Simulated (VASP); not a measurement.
Crystal: BaRe.

```
Ba Re
1.0
     3.66285    0.00000    0.00000
     0.00000    3.66285    0.00000
     0.00000    0.00000    3.66285
Ba Re
1 1
Direct
  0.00000 0.00000 0.00000
  0.50000 0.50000 0.50000
```

This cell differs from its parent crystal: volume scaled by 1.040.

Base run:

- Program: VASP 6.6.1
- Functional: PBEsol
- Potentials or basis: VASP PAW PBE potentials, release 64 (Ba_sv, Re_sv_GW)
- Cutoff: 500 eV
- k mesh: 8 × 8 × 8
- Occupations: gaussian, width 0.05 eV
- Spin: no spin polarisation

Its results: pressure -0.6 GPa.

The run is repeated on the same cell with these changes: potentials or basis from VASP PAW PBE potentials, release 64 (Ba_sv, Re_sv_GW) to VASP PAW PBE potentials, release 64 (Ba_sv, Re); cutoff from 500 eV to 520 eV; further incar settings from ALGO = Normal; EDIFF = 1e-06; NBANDS = 20 to ALGO = Normal; EDIFF = 1e-06; NBANDS = 16; valence electrons from 25 to 17. What comes out?

Pressure 0.0 GPa.

Caveats: the PAW data sets were made with another functional, which shifts forces and pressure a little.
